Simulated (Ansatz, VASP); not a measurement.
# RhN in VASP and in Ansatz

File INCAR:

```
SYSTEM = RhN
ALGO = Normal ; EDIFF = 1E-6
ENCUT = 520 ; GGA = PE
ISIF = 2 ; ISMEAR = 0
LASPH = .TRUE. ; LCHARG = .FALSE.
LREAL = .FALSE. ; LWAVE = .FALSE.
NBANDS = 17 ; NELM = 80
PREC = Accurate ; SIGMA = 0.05
```

KPOINTS

```
k-points
0
G
  12 12 12
  0 0 0
```

File POSCAR:

```
RhN
1.0
    0.0000000000      2.2566415073      2.2566415073
    2.2566415073      0.0000000000      2.2566415073
    2.2566415073      2.2566415073      0.0000000000
Rh N
1 1
Direct
    0.0000000000      0.0000000000      0.0000000000
    0.2500000000      0.2500000000      0.2500000000
```

Input for Ansatz:

```yaml
crystal:
  lattice:
    - [0.0, 2.2566415073, 2.2566415073]
    - [2.2566415073, 0.0, 2.2566415073]
    - [2.2566415073, 2.2566415073, 0.0]
  atoms:
    - { symbol: Rh, position: [0.0, 0.0, 0.0] }
    - { symbol: "N", position: [0.25, 0.25, 0.25] }
basis:
  ecutwfc: 420
  ecutrho_ratio: 4
kpoints:
  mp_grid: { grid: [12, 12, 12] }
hamiltonian:
  xc: pbe
scf:
  occupations: { method: gaussian, width: 0.05 }
output:
  forces: true
  stress: true
  eigenvalues: true
```

Alike in both runs: task single point; functional PBE; k mesh 12 × 12 × 12; occupations gaussian, width 0.05 eV; no spin polarisation.

|  | VASP | Ansatz |
| --- | --- | --- |
| version | VASP 6.6.1 | Ansatz 0.2.0 |
| potentials or method | VASP PAW PBE potentials, release 64 (Rh_pv, N), cutoff 520 eV | scalar-relativistic, plane waves, PAW |
| valence electrons in the cell | 20 | 22 |

```csv
,VASP,Ansatz,Ansatz less VASP
gap on the k mesh at the Fermi level (eV),none,none,-
pressure (GPa),14.3,14.3,+0.05
```

A gap of «none» marks a metal or a gap that the smearing closes. VASP's potentials hold 20 valence electrons a cell and Ansatz's 22, so a difference there can come from the potentials and not from the codes.
